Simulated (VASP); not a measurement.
Write the native input for VASP 6.6.1 that does the following.

```yaml
Task: single point
Functional: PBEsol
Potentials_or_basis: VASP PAW PBE potentials, release 64 (In_d, Pd)
Cutoff: 520 eV
k_mesh: 14 × 14 × 14
Occupations: gaussian, width 0.15 eV
Spin: no spin polarisation
Dipole_correction: no
Further_INCAR_settings: ALGO = Fast; EDIFF = 1e-07; NBANDS = 18
```

The structure of InPd lies in POSCAR:

```
InPd
1.0
    3.3602606235      0.0000000000      0.0000000000
    0.0000000000      3.3602606235      0.0000000000
    0.0000000000      0.0000000000      3.0193646182
In Pd
1 1
Direct
   -0.0099348178      0.0000000000      0.0000000000
    0.5107188114      0.5000000000      0.5000000000
```

This cell differs from its parent crystal: mode 4 frozen in at -0.035 Å, strain +e along z and -e/2 along x and y -0.0700.

These files were run (other wordings do the same):

INCAR

```
SYSTEM = InPd
PREC = Accurate
ENCUT = 520
EDIFF = 1E-7
ISMEAR = 0
SIGMA = 0.15
LREAL = .FALSE.
LASPH = .TRUE.
NELM = 80
ALGO = Fast
ISIF = 2
LWAVE = .FALSE.
LCHARG = .TRUE.
GGA = PS
LELF = .TRUE.
LVHAR = .TRUE.
NBANDS = 18
```

KPOINTS

```
Automatic mesh
0
G
  14 14 14
  0 0 0
```

Potentials or basis: VASP PAW PBE potentials, release 64 (In_d, Pd).

Command:

```bash
$ cat potpaw_PBE.64/In_d/POTCAR potpaw_PBE.64/Pd/POTCAR > POTCAR
$ mpirun -np 1 vasp_std > vasp.out
```

It gave:

```yaml
Pressure: 1.3 GPa
Largest_force: 0.322 eV/Å
```

Caveat: the cell differs from its parent crystal (mode 4 frozen in at -0.035 Å, strain +e along z and -e/2 along x and y -0.0700); the PAW data sets were made with another functional, which shifts forces and pressure a little.

It took 4.9 min on 1 thread of Intel Xeon 6975P-C, with other jobs on the host, peak memory 0.43 GiB.
